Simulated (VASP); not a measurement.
Input of a VASP 6.6.1 run:

File INCAR:

```
ALGO = Normal
EDIFF = 1E-6
ENCUT = 520
GGA = VW
ISIF = 2
ISMEAR = -1
LASPH = True
LCHARG = False
LREAL = False
LWAVE = False
NBANDS = 11
NELM = 60
PREC = Accurate
SIGMA = 0.05
```

Contents of KPOINTS:

```
k-points
0
Gamma
  13 13 13
```

File POSCAR:

```
C
1.0
    0.0000000000      1.7655093070      1.7655093070
    1.7655093070      0.0000000000      1.7655093070
    1.7655093070      1.7655093070      0.0000000000
C
2
Direct
    0.7500000000      0.7500000000      0.7500000000
    0.5000000000      0.5000000000      0.5000000000
```

Potentials or basis: VASP PAW PBE potentials, release 64 (C).

Run with:

```sh
$ cat potpaw_PBE.64/C/POTCAR > POTCAR
$ mpirun -np 1 vasp_std > vasp.out
```

(1) Predict the pressure.

(2) What does it give for the band gap on the k mesh?

Results:

(1) 1.8 GPa.

(2) 4.19 eV, indirect (least direct gap 5.63 eV).

Caveat: the PAW data sets were made with another functional, which shifts forces and pressure a little.
